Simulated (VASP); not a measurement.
Input of a VASP 6.6.1 run:

Contents of INCAR:

```
  ALGO = Normal
  DIPOL = 0.5 0.5 0.358
  EDIFF = 1E-6
  EDIFFG = -0.025
  ENCUT = 520
  GGA = PE
  IBRION = 2
  IDIPOL = 3
  ISIF = 2
  ISMEAR = 0
  LASPH = T
  LCHARG = F
  LDIPOL = T
  LREAL = F
  LWAVE = F
  NELM = 100
  NSW = 36
  PREC = Accurate
  SIGMA = 0.1
```

KPOINTS

```
k-points
0
Gamma
  10 10 1
```

The input POSCAR:

```
Ti3C
1.0
    2.8192036111      0.0000000000      0.0000000000
   -0.9397345370      2.6579706546      0.0000000000
    0.0000000000      0.0000000000     19.8263803360
Ti C
3 1
Selective dynamics
Direct
    0.5000000000      0.5000000000      0.2017514005  F F F
    0.0000000000      0.0000000000      0.3111715305  F F F
    0.5000000000      0.5000000000      0.4199647235  F F F
    0.8333333333      0.8333333333      0.5006652837  F F T
```

Potentials or basis: VASP PAW PBE potentials, release 64 (Ti_sv, C).

The run is started by

```sh
$ cat potpaw_PBE.64/Ti_sv/POTCAR potpaw_PBE.64/C/POTCAR > POTCAR
$ mpirun -np 1 vasp_std > vasp.out
```

What does it give for the band gap on the k mesh?

Zero (bands 20 and 21 overlap by 0.53 eV).

Estimate the energy gained by relaxing.

45.6 meV/atom.

Final structure:
```xyz
4
Lattice="2.8192 0.0000 0.0000 -0.9397 2.6580 0.0000 0.0000 0.0000 19.8264" Properties=species:S:1:pos:R:3 pbc="T T T"
Ti    0.9397    1.3290    4.0000
Ti    0.0000    0.0000    6.1694
Ti    0.9397    1.3290    8.3264
C     1.5662    2.2150    9.7337
```
